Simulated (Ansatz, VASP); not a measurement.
## Cl in VASP and in Ansatz

```
Cl
1.0
     3.12094   -2.16424    0.00000
     3.12094    2.16424    0.00000
     0.00000    0.00000    8.04871
Cl
4
Direct
  0.07435 0.92565 0.10225
  0.57435 0.42565 0.39775
  0.92565 0.07435 0.89775
  0.42565 0.57435 0.60225
```

Alike in both runs: task single point; functional PBEsol; k mesh 8 × 8 × 4; occupations gaussian, width 0.02 eV; no spin polarisation.

```csv
,VASP,Ansatz
version,VASP 6.6.1,Ansatz 0.2.0
potentials or method,"VASP PAW PBE potentials, release 64 (Cl), cutoff 520 eV","scalar-relativistic, plane waves, PAW"
valence electrons in the cell,28,28
```

|  | VASP | Ansatz | Ansatz less VASP |
| --- | --- | --- | --- |
| gap on the k mesh at the Fermi level (eV) | 3.68 | 3.59 | -0.096 |
| least direct gap on the mesh (eV) | 3.69 | 3.59 | -0.098 |
| pressure (GPa) | 13.1 | 14.1 | +0.95 |
| traceless stress, the component that is largest in VASP (GPa) | 20.82 | 22.27 | +1.452 |
| rms of the force components (eV/Å) | 4.206 | 4.516 | +0.3093 |

VASP's potentials were made for PBE, not for PBEsol. Atom by atom the forces differ by 0.309 eV/Å (rms over components). The functional is the same, so the differences come from potentials, cutoffs and numerics.
